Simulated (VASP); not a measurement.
# H2CO2 in VASP: further runs, part 2 of 2

VASP 6.6.1. Earlier steps stand in the parts before.

## 3. Single point, PBEsol

Contents of INCAR:

```
SYSTEM = H2CO2
PREC     = Accurate       ! precision mode
ENCUT    = 1000           ! plane-wave cutoff, eV
EDIFF    = 1E-6           ! SCF threshold, eV
ISMEAR   = -1             ! smearing method
SIGMA    = 0.05           ! smearing width, eV
LREAL    = Auto         
LASPH    = .TRUE.         ! aspherical terms in the spheres
NELM     = 120            ! most SCF steps
ALGO     = Normal         ! electronic algorithm
ISIF     = 2              ! what is computed and relaxed
LWAVE    = .FALSE.        ! write WAVECAR
LCHARG   = .FALSE.        ! write CHGCAR
GGA      = PS             ! functional
NBANDS   = 98             ! bands
GGA_COMPAT= .FALSE.
```

Contents of KPOINTS:

```
regular mesh
0
G
  1 1 1
  0 0 0
```

Contents of POSCAR:

```
H2CO2
1.0
    7.3876590000      0.0000000000      0.0000000000
    0.0000000000      7.3876590000      0.0000000000
    0.0000000000      0.0000000000      7.3876590000
O C H
16 8 16
Direct
    0.3788209499      0.0879033534      0.8268925244
    0.3961471421      0.2402114120      1.0906567290
    0.0199657293      0.7737633803      0.9874846687
    0.1014935855      0.5178636426      0.8411460247
    0.4663588290      0.1374860426      0.4493033585
    0.7382852944      0.2789923032      0.3979068335
    1.0154637619     -0.0498669470      0.4765244308
    1.0363228731      0.1172766637      0.7252229698
    0.0774670298      0.5725359008      0.3921810685
    0.3764521346      0.5545735124      0.4758746986
    0.7739122772      0.5154812912      0.7835364356
    0.8022297727      0.7949202853      0.6962286700
   -0.1101025372      0.0994631723      0.0826919597
    0.0915987054      0.2693952171      0.2358392557
    0.7131623157      0.8186490470      0.2930021540
    0.5038537918      0.7744266485      0.0866174251
    0.4686328917      0.1482743045      0.9706593117
    0.1251140585      0.6282504377      0.9596274002
    0.6190594341      0.2201238579      0.4944191387
    1.1054652089      0.0612507968      0.5850703179
    0.2277446753      0.6240813226      0.4776073178
    0.7082893241      0.6605340068      0.7171283894
   -0.0438569241      0.2523126744      0.1464740048
    0.6046705729      0.7140015531      0.2033120370
    0.2445429601      0.1112395686      0.8314406499
    0.6046841090      0.1114832182      0.9800804287
   -0.0689392946      0.8033261958      0.8862347328
    0.2386818341      0.6231744048      1.0607149031
    0.4307183101      0.1559628023      0.3225920417
    0.6497457449      0.2266753243      0.6470655995
    0.9033308116     -0.1125796413      0.5255115321
    1.2537124412      0.0842756819      0.5544652237
    0.1015612659      0.4513473077      0.3121963263
    0.1923071977      0.7192806273      0.5736052517
    0.9172459097      0.5252002021      0.8018236900
    0.5653753104      0.6534546329      0.6881882339
   -0.0168930374      0.0112620250      0.1082345571
   -0.1196454790      0.3587740041      0.0894464674
    0.6871324191      0.9436142085      0.2559403459
    0.6479589813      0.5740384065      0.2025540161
```

Potentials or basis: VASP PAW PBE potentials, release 64 (O_h, C_h, H_h).

Started as:

```console
cat potpaw_PBE.64/O_h/POTCAR potpaw_PBE.64/C_h/POTCAR potpaw_PBE.64/H_h/POTCAR > POTCAR
mpirun -np 1 vasp_gam > vasp.out
```

Wall time 100 s (1 thread of Intel Xeon 6975P-C (Granite Rapids), shared host); peak memory 0.94 GiB.

Results (log left out):

```yaml
Free_energy: -246.1700 eV
Pressure: 3.6 GPa
Largest_force: 3.706 eV/Å
Band_gap_on_the_k_mesh: 3.90 eV
```

Forces on the atoms (eV/Å):
```
O    1.082 -0.241  0.590
O    0.804 -0.598 -0.460
O    0.520 -0.193  0.125
O    0.082 -0.824 -0.692
O    0.470  0.073  0.594
O   -0.574  0.056 -0.799
O    0.857  0.266 -1.108
O    0.431  0.386  0.609
O    1.187 -0.721 -0.900
O    0.685 -0.257 -0.743
O    0.080 -1.506  0.574
O    0.532  1.717 -0.041
O    0.085  0.155  0.203
O    0.562 -0.190  0.641
O    0.725  0.517  1.481
O   -0.778 -0.195  0.330
C   -3.542  1.020  0.389
C    0.228  1.817  1.557
C    1.213  0.084  1.756
C   -1.034 -1.083  0.247
C   -0.970 -2.357 -0.699
C   -0.086 -0.505  0.359
C   -0.428 -0.423 -0.656
C    0.208  0.286 -2.620
H   -0.175  0.530  0.087
H    2.149 -0.726 -0.438
H    0.244 -0.477 -0.419
H   -0.327 -0.018 -0.430
H    0.130  0.544 -1.134
H   -0.925 -0.307 -0.968
H    0.407  0.752  0.490
H   -1.015 -0.086 -0.403
H   -0.184  0.884  0.938
H   -0.464  2.312  1.643
H   -0.419 -0.258 -0.487
H   -0.930  0.034 -0.462
H    0.454 -1.420  0.228
H   -1.026  1.681 -0.272
H    0.018  0.252  0.082
H   -0.276 -0.981  0.808
```

Stress tensor (GPa, compression positive):
```
 2.88 -0.80 -0.57
-0.80  4.80  0.33
-0.57  0.33  3.01
```

Levels at points of the mesh, in eV from the valence-band top:
| k point | band 70 | band 71 | band 72 | band 73 | band 74 | band 75 |
| --- | --- | --- | --- | --- | --- | --- |
| (0.00, 0.00, 0.00) | -0.28 | -0.20 | 0.00 | 3.90 | 4.34 | 4.57 |

Caveat: the k points lie up to 0.85 Å⁻¹ apart; the PAW data sets were made with another functional, which shifts forces and pressure a little.

## 4. Single point, PBEsol

Contents of INCAR:

```
SYSTEM = H2CO2
ALGO = Normal ; EDIFF = 1E-6
ENCUT = 1000 ; GGA = PS
GGA_COMPAT = .FALSE. ; ISIF = 2
ISMEAR = -1 ; LASPH = .TRUE.
LCHARG = .FALSE. ; LREAL = Auto
LWAVE = .FALSE. ; NBANDS = 98
NELM = 120 ; PREC = Accurate
SIGMA = 0.05
```

Contents of KPOINTS:

```
k-points
0
G
  1 1 1
  0 0 0
```

Contents of POSCAR:

```
H2CO2
1.0
    7.3876590000      0.0000000000      0.0000000000
    0.0000000000      7.3876590000      0.0000000000
    0.0000000000      0.0000000000      7.3876590000
O C H
16 8 16
Direct
    0.3981234109      0.0779543290      0.7973026367
    0.4253038750      0.2342826056      1.0585355929
    0.0249064013      0.7808833624      0.9903272471
    0.1046068856      0.5720756738      0.7886124684
    0.4603352699      0.1160178075      0.4227320184
    0.7274699604      0.2816859847      0.4251414420
    0.9942391764     -0.0552137017      0.4720439858
    1.0512396417      0.1248298006      0.7149896875
    0.0888914878      0.6097736780      0.3858461794
    0.3790104551      0.5338091539      0.4553675258
    0.7531885270      0.5007404917      0.7779595674
    0.8034750927      0.7948796770      0.7173991111
   -0.0920453962      0.1066372988      0.0862248785
    0.1056627005      0.2873711415      0.2199208166
    0.7088036955      0.8196913258      0.2974284547
    0.4868389296      0.7530667022      0.0816226087
    0.4805852571      0.1316113805      0.9453468277
    0.1284303999      0.6442500933      0.9430186206
    0.5921767640      0.2197583835      0.5047471736
    1.0847143865      0.0538194846      0.5665123417
    0.2432028874      0.6292791803      0.4679425512
    0.7132029240      0.6497998892      0.6963911031
   -0.0432613362      0.2647117307      0.1465416853
    0.5818081208      0.7125125835      0.2149801446
    0.2618150080      0.1043226278      0.8025546388
    0.6098007501      0.0655417366      0.9453468277
   -0.0555250317      0.7912926138      0.8760826671
    0.2377072358      0.5838520701      1.0233417650
    0.4764296782      0.1453505095      0.2865860484
    0.5645631451      0.2261338808      0.6442771655
    0.8800893490     -0.0703605838      0.5430543018
    1.2191142011      0.0643640969      0.5058706689
    0.1127556104      0.4985747176      0.3043318594
    0.2332403269      0.7438892347      0.5718997046
    0.9058349878      0.5212070563      0.7959219558
    0.5806169451      0.6484598166      0.6402434113
   -0.0139150981     -0.0001488970      0.1135677757
   -0.1450391795      0.3740427110      0.1160042714
    0.7143940997      0.9387818252      0.2389931641
    0.6165281857      0.5762177166      0.2556831603
```

Started as:

```console
cat potpaw_PBE.64/O_h/POTCAR potpaw_PBE.64/C_h/POTCAR potpaw_PBE.64/H_h/POTCAR > POTCAR
mpirun -np 1 vasp_gam > vasp.out
```

It took 2.7 min on 1 thread of Intel Xeon Platinum 8259CL at 2.50GHz (Skylake/Cascade Lake), shared host; peak memory 0.94 GiB.

The run converged. Its results:

```
Free energy            : -245.6674 eV
Pressure               : 0.8 GPa
Largest force          : 3.863 eV/Å
Band gap on the k mesh : 3.68 eV
```

Forces in eV/Å, atoms in the order of the input:
```
O   -1.464 -0.397  0.435
O   -0.389  0.752  1.247
O    0.761 -0.581  0.391
O   -0.306 -0.037  2.008
O    1.806  1.643 -1.006
O   -2.040 -0.748  0.935
O   -2.607 -0.418 -0.731
O   -0.515 -0.548 -0.388
O    0.384 -1.014 -1.254
O   -0.654  0.409 -0.232
O    2.926  0.126 -0.144
O   -0.794 -1.202 -0.415
O   -1.393 -0.968 -0.310
O   -1.296  0.735 -0.222
O   -1.310 -0.494 -0.533
O    1.087 -0.073  2.389
C    0.171 -0.797 -1.084
C   -0.227 -1.022 -2.408
C    1.174 -0.517 -3.336
C    3.193  1.622  1.449
C    0.756  0.828  2.082
C    0.775  1.749  2.132
C    1.671  0.288  0.554
C    1.091  1.048 -2.540
H    0.201  0.483 -0.451
H    1.400 -0.268  0.301
H   -0.715  0.514 -0.310
H    0.030  0.679  0.803
H   -0.527 -0.181  0.875
H   -0.018  0.424  1.554
H   -0.588 -0.896 -0.133
H    0.511  0.569 -0.071
H   -0.628 -0.188  0.303
H    0.320 -0.588 -0.913
H   -1.515 -0.519 -0.336
H   -1.178  0.072 -1.217
H    0.320  0.618 -0.010
H    0.385 -0.543  0.131
H   -0.164  0.307 -0.040
H   -0.634 -0.867  0.495
```

Stress tensor (GPa, compression positive):
```
0.93 0.13 0.01
0.13 0.51 0.09
0.01 0.09 0.98
```

Levels at points of the mesh, in eV from the valence-band top:
| k point | band 70 | band 71 | band 72 | band 73 | band 74 | band 75 |
| --- | --- | --- | --- | --- | --- | --- |
| (0.00, 0.00, 0.00) | -0.24 | -0.13 | 0.00 | 3.68 | 4.09 | 4.35 |

Caveat: the k points lie up to 0.85 Å⁻¹ apart; the PAW data sets were made with another functional, which shifts forces and pressure a little.

## 5. Summary

| cell | gap on the mesh (eV) | pressure (GPa) | largest force (eV/Å) |
| --- | --- | --- | --- |
| as given, atomic positions A | 4.01 | 2.2 | 4.94 |
| as given, atomic positions B | 3.90 | 3.6 | 3.71 |
| as given, atomic positions C | 3.68 | 0.8 | 3.86 |

Alike in all rows: task single point; level PBEsol; potentials or basis VASP PAW PBE potentials, release 64 (O_h, C_h, H_h); no spin polarisation; k mesh 1 × 1 × 1; cutoff (eV) 1000; smearing fermi-dirac 0.05 eV.

Caveats: all runs use coarse meshes; the PAW data sets were made with another functional, which shifts forces and pressure a little.

Absolute energies hang on the potentials; compare differences alone.
